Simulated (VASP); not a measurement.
# Ba3Mo (P6/mmm) in VASP: a series of runs

The runs below take Ba3Mo through single point, relaxation of cell and atoms, with PBE.

Everything below comes from runs of VASP 6.6.1. Logs are shortened: lines on timing, memory, paths and dates and some standing lists are left out, and cuts for length are marked.

### Step 1. The cell of the first run

It takes space group P6/mmm (No. 191, hexagonal). Conventional cell: a = 7.018 Å, b = 7.018 Å, c = 3.377 Å, α = 90.00°, β = 90.00°, γ = 120.00°. Ba (site symmetry mmm) has 6 Ba at 3.38 to 3.51 Å and 2 Mo at 3.51 Å within 4.4 Å. Within 4.4 Å of Mo (site symmetry 6/mmm) lie 2 Mo at 3.38 Å and 6 Ba at 3.51 Å.

The cell was built from a structure type or drawn by symmetry, and may not be a known phase.

### Step 2. Single point, PBE

INCAR reads:

```
PREC = Accurate ; ENCUT = 520
EDIFF = 1E-7 ; ISMEAR = 0
SIGMA = 0.1 ; LREAL = F
LASPH = T ; NELM = 100
ALGO = Fast ; ISIF = 2
LWAVE = F ; LCHARG = F
GGA = PE ; NBANDS = 30
```

KPOINTS reads:

```
Automatic mesh
0
Gamma
  3 3 4
```

POSCAR reads:

```
Ba3Mo
1.0
    7.0176477501      0.0000000000      0.0000000000
   -3.5088238750      6.0774612264      0.0000000000
    0.0000000000      0.0000000000      3.3772022358
Ba Mo
3 1
Direct
    0.5000000000      0.0000000000      0.0000000000
    0.0000000000      0.5000000000      0.0000000000
    0.5000000000      0.5000000000      0.0000000000
    0.0000000000      0.0000000000      0.0000000000
```

Potentials or basis: VASP PAW PBE potentials, release 64 (Ba_sv, Mo_sv).

The run is started by

```bash
$ cat potpaw_PBE.64/Ba_sv/POTCAR potpaw_PBE.64/Mo_sv/POTCAR > POTCAR
$ mpirun -np 1 vasp_std > vasp.out
```

OUTCAR:

```text
PREC = Accurate
   ENCUT = 520
   EDIFF = 1E-7
   ISMEAR = 0
   LREAL = F
   LASPH = T
   NELM = 100
   ISIF = 2
   GGA = PE

 ion  position               nearest neighbor table
   1  0.500  0.000  0.000-   3 3.51   3 3.51   4 3.51   4 3.51   2 3.51   2 3.51
   2  0.000  0.500  0.000-   4 3.51   4 3.51   3 3.51   3 3.51   1 3.51   1 3.51
   3  0.500  0.500  0.000-   1 3.51   1 3.51   2 3.51   2 3.51   4 3.51   4 3.51
   4  0.000  0.000  0.000-   2 3.51   2 3.51   1 3.51   1 3.51   3 3.51   3 3.51

  LATTYP: Found a hexagonal cell.
 ALAT       =     7.0176477501
 C/A-ratio  =     0.4812441941

  Lattice vectors:

 A1 = (   7.0176477501,   0.0000000000,   0.0000000000)
 A2 = (  -3.5088238750,   6.0774612264,   0.0000000000)
 A3 = (   0.0000000000,   0.0000000000,   3.3772022358)

Analysis of symmetry for initial positions (statically):
=====================================================================
 Subroutine PRICEL returns:
 Original cell was already a primitive cell.

 Routine SETGRP: Setting up the symmetry group for a
 hexagonal supercell.

 Subroutine GETGRP returns: Found 24 space group operations
 (whereof 24 operations were pure point group operations)
 out of a pool of 24 trial point group operations.

The static configuration has the point symmetry D_6h.

Analysis of symmetry for dynamics (positions and initial velocities):
=====================================================================
 Subroutine PRICEL returns:
 Original cell was already a primitive cell.

 Routine SETGRP: Setting up the symmetry group for a
 hexagonal supercell.

 Subroutine GETGRP returns: Found 24 space group operations
 (whereof 24 operations were pure point group operations)
 out of a pool of 24 trial point group operations.

The dynamic configuration has the point symmetry D_6h.

 Subroutine INISYM returns: Found 24 space group operations
 (whereof 24 operations are pure point group operations),
 and found     1 'primitive' translations

----------------------------------------------------------------------------------------

                                     Primitive cell

  volume of cell :     144.0359

  direct lattice vectors                    reciprocal lattice vectors
     7.017647750  0.000000000  0.000000000     0.142497890  0.082271195  0.000000000
    -3.508823875  6.077461226  0.000000000     0.000000000  0.164542391  0.000000000
     0.000000000  0.000000000  3.377202236     0.000000000  0.000000000  0.296103085

  length of vectors
     7.017647750  7.017647750  3.377202236     0.164542391  0.164542391  0.296103085

  position of ions in fractional coordinates (direct lattice)
     0.500000000  0.000000000  0.000000000
     0.000000000  0.500000000  0.000000000
     0.500000000  0.500000000  0.000000000
     0.000000000  0.000000000  0.000000000

  ion indices of the primitive-cell ions
   primitive index   ion index
                 1           1
                 2           2
                 3           3
                 4           4

----------------------------------------------------------------------------------------

 KPOINTS: Automatic mesh

Automatic generation of k-mesh.
 Grid dimensions read from file:
 generate k-points for:    3    3    4

 Generating k-lattice:

  Cartesian coordinates                     Fractional coordinates (reciprocal lattice)
     0.047499297  0.027423732  0.000000000     0.333333333  0.000000000  0.000000000
     0.000000000  0.054847464  0.000000000     0.000000000  0.333333333  0.000000000
     0.000000000  0.000000000  0.074025771     0.000000000  0.000000000  0.250000000

  Length of vectors
     0.054847464  0.054847464  0.074025771

  Shift w.r.t. Gamma in fractional coordinates (k-lattice)
     0.000000000  0.000000000  0.000000000

 Subroutine IBZKPT returns following result:
 ===========================================

 Found      9 irreducible k-points:

 Following reciprocal coordinates:
            Coordinates               Weight
  0.000000  0.000000  0.000000      1.000000
  0.333333 -0.000000  0.000000      6.000000
  0.333333  0.333333  0.000000      2.000000
  0.000000  0.000000  0.250000      2.000000
  0.333333 -0.000000  0.250000     12.000000
  0.333333  0.333333  0.250000      4.000000
  0.000000  0.000000  0.500000      1.000000
  0.333333 -0.000000  0.500000      6.000000
  0.333333  0.333333  0.500000      2.000000
   k-points           NKPTS =      9   k-points in BZ     NKDIM =      9   number of bands    NBANDS=     30
   number of dos      NEDOS =    301   number of ions     NIONS =      4
   total plane-waves  NPLWV =  81648
   dimension x,y,z NGX =    54 NGY =   54 NGZ =   28
   dimension x,y,z NGXF=   108 NGYF=  108 NGZF=   56
   ions per type =               3   1
   NGX,Y,Z   is equivalent  to a cutoff of  12.79, 12.79, 13.78 a.u.
   NGXF,Y,Z  is equivalent  to a cutoff of  25.58, 25.58, 27.57 a.u.
 SYSTEM =  unknown system
   PREC   = accura    normal or accurate (medium, high low for compatibility)
   ISTART =      0    job   : 0-new  1-cont  2-samecut
   ICHARG =      2    charge: 1-file 2-atom 10-const
   ISPIN  =      1    spin polarized calculation?
   LNONCOLLINEAR =      F non collinear calculations
   LSORBIT =      F    spin-orbit coupling
   LASPH  =      T    aspherical Exc in radial PAW
   ENCUT  =  520.0 eV  38.22 Ry    6.18 a.u.  13.05 13.05  6.28*2*pi/ulx,y,z
   NELM   =    100;   NELMIN=  2; NELMDL= -5     # of ELM steps
   EDIFF  = 0.1E-06   stopping-criterion for ELM
   LREAL  =      F    real-space projection
   EDIFFG = 0.1E-05   stopping-criterion for IOM
   NSW    =      0    number of steps for IOM
   IBRION =     -1    ionic relax: 0-MD 1-quasi-New 2-CG
   NFREE  =      0    steps in history (QN), initial steepest desc. (CG)
   ISIF   =      2    stress and relaxation
   ISYM   =      2    0-nonsym 1-usesym 2-fastsym
   POTIM  = 0.5000    time-step for ionic-motion
   TEBEG  =    0.0;   TEEND  =   0.0 temperature during run
   PSTRESS=    0.0 pullay stress
   NELECT =      44.0000    total number of electrons
   NUPDOWN=      -1.0000    fix difference up-down
   EMIN   =  10.00;   EMAX   =-10.00  energy-range for DOS
   EFERMI =   0.00;   METHOD = LEGACY
   ISMEAR =     0;   SIGMA  =   0.10  broadening in eV -4-tet -1-fermi 0-gaus
   EFERMI_NEDOS =   21; number of points for ismear=-14 and -15
   IALGO  =     68    algorithm
   IMIX   =      4    mixing-type and parameters
     AMIX     =   0.40;   BMIX     =  1.00
     AMIX_MAG =   1.60;   BMIX_MAG =  1.00
  volume/ion in A,a.u.               =      36.01       243.00
  Fermi-wavevector in a.u.,A,eV,Ry     =   1.102560  2.083536 16.539758  1.215638
  Thomas-Fermi vector in A             =   2.239004
   LORBIT       =      0    0 simple, 1 ext, 2 COOP (PROOUT), +10 PAW based schemes
   GGA     = PE    functional components
   LHFCALC =     F    Hartree Fock is set to
   AEXX    =    0.0000 exact exchange contribution
   IVDW    =     0    specifies the selected vdW correction
   LEPSILON=     F    determine dielectric tensor
   LRPA    =     F    only Hartree local field effects (RPA)
 non-spin polarized calculation
 RMM-DIIS sequential band-by-band and
 Gauss-broadening in eV      SIGMA  =   0.10
  energy-cutoff  :      520.00
  volume of cell :      144.04
 maximum number of plane-waves:      3915
 NGX is ok and might be reduce to    54
   NGX = 27   NGY = 27   NGZ = 13

 number of electron      44.0000005 magnetization

 Free energy of the ion-electron system (eV)
  ---------------------------------------------------
  ext. energy  EPLUGINS =         0.00000000
  ---------------------------------------------------
  free energy    TOTEN  =       -11.29667029 eV

  energy without entropy =      -11.22820299  energy(sigma->0) =      -11.26243664

 E-fermi :   3.7174     XC(G=0):  -9.3501

 val. band max:        3.7049245564   @ k =   0.3333   0.3333   0.2500
 cond. band min:       3.7410939495   @ k =   0.3333   0.3333   0.2500
 fundamental gap:      0.0361693931
 Fermi energy:         3.7173586599

 k-point     1 :       0.0000    0.0000    0.0000
  band No.  band energies     occupation
      1     -56.7895      2.00000
      2     -30.8710      2.00000
      3     -30.8005      2.00000
      4     -30.8005      2.00000
      5     -24.8392      2.00000
      6     -24.5128      2.00000
[... 22 lines left out ...]
     29       6.1796      0.00000
     30       6.1798      0.00000

 k-point     2 :       0.3333   -0.0000    0.0000
  band No.  band energies     occupation
      1     -56.7895      2.00000
      2     -30.8710      2.00000
      3     -30.8007      2.00000
      4     -30.8006      2.00000
      5     -24.7722      2.00000
      6     -24.5849      2.00000
[... 22 lines left out ...]
     29       5.2616      0.00000
     30       6.4226      0.00000

 k-point     3 :       0.3333    0.3333    0.0000
  band No.  band energies     occupation
      1     -56.7895      2.00000
      2     -30.8710      2.00000
      3     -30.8007      2.00000
      4     -30.8007      2.00000
      5     -24.6794      2.00000
      6     -24.6794      2.00000
[... 22 lines left out ...]
     29       4.7843      0.00000
     30       4.8642      0.00000

 k-point     4 :       0.0000    0.0000    0.2500
  band No.  band energies     occupation
      1     -56.7859      2.00000
      2     -30.9253      2.00000
      3     -30.7954      2.00000
      4     -30.7954      2.00000
      5     -24.6854      2.00000
      6     -24.3655      2.00000
[... 22 lines left out ...]
     29       6.0219      0.00000
     30       7.6744      0.00000

 k-point     5 :       0.3333   -0.0000    0.2500
  band No.  band energies     occupation
      1     -56.7859      2.00000
      2     -30.9253      2.00000
      3     -30.7956      2.00000
      4     -30.7955      2.00000
      5     -24.6197      2.00000
      6     -24.4361      2.00000
[... 22 lines left out ...]
     29       6.1000      0.00000
     30       6.3965      0.00000

 k-point     6 :       0.3333    0.3333    0.2500
  band No.  band energies     occupation
      1     -56.7859      2.00000
      2     -30.9253      2.00000
      3     -30.7956      2.00000
      4     -30.7956      2.00000
      5     -24.5287      2.00000
      6     -24.5287      2.00000
[... 22 lines left out ...]
     29       5.7657      0.00000
     30       6.0470      0.00000

 k-point     7 :       0.0000    0.0000    0.5000
  band No.  band energies     occupation
      1     -56.7823      2.00000
      2     -30.9791      2.00000
      3     -30.7903      2.00000
      4     -30.7903      2.00000
      5     -24.5222      2.00000
      6     -24.2098      2.00000
[... 22 lines left out ...]
     29       7.0109      0.00000
     30       7.6502      0.00000

 k-point     8 :       0.3333   -0.0000    0.5000
  band No.  band energies     occupation
      1     -56.7823      2.00000
      2     -30.9791      2.00000
      3     -30.7905      2.00000
      4     -30.7904      2.00000
      5     -24.4580      2.00000
      6     -24.2787      2.00000
[... 22 lines left out ...]
     29       6.5155      0.00000
     30       6.6252      0.00000

 k-point     9 :       0.3333    0.3333    0.5000
  band No.  band energies     occupation
      1     -56.7823      2.00000
      2     -30.9791      2.00000
      3     -30.7905      2.00000
      4     -30.7905      2.00000
      5     -24.3691      2.00000
      6     -24.3691      2.00000
[... 22 lines left out ...]
     29       6.0353      0.00000
     30       6.0903      0.00000

------------------------ aborting loop because EDIFF is reached ----------------------------------------

  FORCE on cell =-STRESS in cart. coord.  units (eV):
  Direction    XX          YY          ZZ          XY          YZ          ZX
  --------------------------------------------------------------------------------------
  -------------------------------------------------------------------------------------
  Total        0.8911302      0.8911302      0.9300755      0.0000000      0.0000000      0.0000000
  in kB        9.9124476      9.9124476     10.3456536      0.0000000      0.0000000      0.0000000
  external PRESSURE =      10.0568496 kB  Pullay stress =       0.0000000 kB

 VOLUME and BASIS-vectors are now :
 -----------------------------------------------------------------------------
  energy-cutoff  :      520.00
  volume of cell :      144.04
      direct lattice vectors                 reciprocal lattice vectors
     7.017647750  0.000000000  0.000000000     0.142497890  0.082271195  0.000000000
    -3.508823875  6.077461226  0.000000000     0.000000000  0.164542391  0.000000000
     0.000000000  0.000000000  3.377202236     0.000000000  0.000000000  0.296103085

 POSITION                                       TOTAL-FORCE (eV/Angst)
 -----------------------------------------------------------------------------------
      3.50882      0.00000      0.00000        -0.000000      0.000000      0.000000
     -1.75441      3.03873      0.00000         0.000000      0.000000      0.000000
      1.75441      3.03873      0.00000        -0.000000      0.000000      0.000000
      0.00000      0.00000      0.00000        -0.000000      0.000000      0.000000
 -----------------------------------------------------------------------------------
    total drift:                                0.000000     -0.000000      0.000000

  FREE ENERGIE OF THE ION-ELECTRON SYSTEM (eV)
  ---------------------------------------------------
  free  energy   TOTEN  =       -11.2966702943 eV

  energy  without entropy=      -11.2282029900  energy(sigma->0) =      -11.26243664
```

Run time: 39 s. Hardware: 1 thread of Intel Xeon 6975P-C (Granite Rapids), shared host; peak memory 0.29 GiB.

Results:

```
Free energy            : -11.2967 eV
Pressure               : 1.0 GPa
Band gap on the k mesh : zero (bands 22 and 23 overlap by 0.59 eV)
```

Caveat: the k points lie up to 0.47 Å⁻¹ apart, too coarse for converged energies and pressures of a metal; spin-orbit coupling is left out, which moves the levels of the heavy elements.

### Step 3. Relaxation of cell and atoms, PBE

This run uses another cell than the first one, of 38.39 Å³/atom.

INCAR reads:

```
SYSTEM = Ba3Mo
PREC     = Accurate       ! precision mode
ENCUT    = 600            ! plane-wave cutoff, eV
EDIFF    = 1E-7           ! SCF threshold, eV
ISMEAR   = 0              ! smearing method
SIGMA    = 0.1            ! smearing width, eV
LREAL    = .FALSE.        ! projectors in reciprocal space
LASPH    = .TRUE.         ! aspherical terms in the spheres
NELM     = 100            ! most SCF steps
ALGO     = Normal         ! electronic algorithm
ISIF     = 3              ! what is computed and relaxed
LWAVE    = .FALSE.        ! write WAVECAR
LCHARG   = .FALSE.        ! write CHGCAR
GGA      = PE             ! functional
IBRION   = 2              ! ionic algorithm
NSW      = 90             ! ionic steps
EDIFFG   = -0.04          ! ionic threshold
```

KPOINTS reads:

```
regular mesh
0
G
  3 3 4
  0 0 0
```

POSCAR reads:

```
Ba3Mo
1.0
    6.3566010200      0.0000000000      0.0000000000
   -3.1783005100      5.5049779600      0.0000000000
    0.0000000000      0.0000000000      4.3880355300
Ba Mo
3 1
Direct
    0.5000000000      0.0000000000      0.0000000000
    0.0000000000      0.5000000000      0.0000000000
    0.5000000000      0.5000000000      0.0000000000
    0.0000000000      0.0000000000      0.0000000000
```

Potentials or basis: VASP PAW PBE potentials, release 64 (Ba_sv, Mo_sv).

The run is started by

```bash
$ cat potpaw_PBE.64/Ba_sv/POTCAR potpaw_PBE.64/Mo_sv/POTCAR > POTCAR
$ mpirun -np 1 vasp_std > vasp.out
```

Wall time 4.6 min (1 thread of Intel Xeon 6975P-C (Granite Rapids), shared host); peak memory 0.34 GiB.

Results (log left out):

```
Free energy                           : -11.3175 eV
Relaxed volume                        : 37.75 Å³/atom
Relaxed cell                          : a = 7.125 Å, b = 7.125 Å, c = 3.435 Å, α = 90.00°, β = 90.00°, γ = 120.00°
Space group after relaxing (to 0.1 Å) : P6/mmm (No. 191)
Energy gained by relaxing             : 463.7 meV/atom
Ionic steps                           : 11
Pressure after relaxing               : 0.0 GPa
Band gap on the k mesh                : zero (bands 22 and 23 overlap by 0.56 eV)
```

The path:
| step | energy change (eV) | largest force (eV/Å) | pressure (GPa) | volume (Å³) |
| --- | --- | --- | --- | --- |
| 1 | 0.0000 | 0.0000 | 3.75 | 153.55 |
| 2 | -1.2762 | 0.0000 | -0.54 | 172.89 |
| 3 | -1.5078 | 0.0000 | -1.86 | 182.93 |
| 4 | -1.5152 | 0.0000 | -1.98 | 184.14 |
| 5 | -1.7427 | 0.0000 | -1.55 | 170.48 |
| 6 | -1.8164 | 0.0000 | -1.04 | 161.32 |
| 7 | -1.8209 | 0.0000 | -0.79 | 157.98 |
| 8 | -1.8538 | 0.0000 | 0.00 | 151.21 |
| 9 | -1.8541 | 0.0000 | 0.09 | 150.49 |
| 10 | -1.8541 | 0.0000 | 0.11 | 150.34 |
| 11 | -1.8548 | 0.0000 | 0.03 | 151.01 |

Final structure:
```
Ba Mo
1.0
     7.12458    0.00000    0.00000
    -3.56229    6.17007    0.00000
     0.00000    0.00000    3.43513
Ba Mo
3 1
Cartesian
  0.0000 6.1701 0.0000
  -1.7811 3.0850 3.4351
  1.7811 3.0850 0.0000
  0.0000 0.0000 3.4351
```

Levels at points of the mesh, in eV from the Fermi level:
| k point | band 18 | band 19 | band 20 | band 21 | band 22 | band 23 | band 24 | band 25 | band 26 |
| --- | --- | --- | --- | --- | --- | --- | --- | --- | --- |
| (0.00, 0.00, 0.00) | -1.68 | -1.19 | -1.19 | -0.87 | -0.03 | 0.84 | 0.84 | 0.93 | 0.93 |
| (0.00, 0.00, 0.50) | -1.50 | -1.50 | -1.22 | -0.48 | -0.48 | -0.14 | 1.23 | 1.24 | 1.24 |

Caveat: the k points lie up to 0.46 Å⁻¹ apart in the final cell, too coarse for converged energies and pressures of a metal; a cell axis changed by over 15 % at a fixed basis, so the end point is rough; spin-orbit coupling is left out, which moves the levels of the heavy elements.

[end of part 1 of 2]
